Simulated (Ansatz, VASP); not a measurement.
# Two plane-wave programs on ZnS

```xyz
4
Lattice="3.8455 0.0000 0.0000 -1.9228 3.3303 0.0000 0.0000 0.0000 6.3053" Properties=species:S:1:pos:R:3 pbc="T T T"
Zn    0.0000    2.2202    0.0329
Zn    1.9228    1.1101    3.1856
S     0.0000    2.2202    2.3946
S     1.9228    1.1101    5.5473
```

Alike in both runs: task relaxation of cell and atoms; functional PBE; dispersion D3(BJ); k mesh 9 × 9 × 6; occupations gaussian, width 0.02 eV; no spin polarisation.

|  | VASP | Ansatz |
| --- | --- | --- |
| version | VASP 6.6.1 | Ansatz 0.2.0 |
| potentials or method | VASP PAW PBE potentials, release 64 (Zn, S), cutoff 600 eV | scalar-relativistic, plane waves, PAW |
| valence electrons in the cell | 36 | 36 |

```tsv
	VASP	Ansatz	Ansatz less VASP
gap on the k mesh at the Fermi level, each at its own relaxed structure (eV)	2.24	2.24	+0.004
relaxed volume (Å³/atom)	19.48	19.44	-0.041
relaxed cell length with the largest relative difference (Å)	6.240	6.235	-0.0053
```
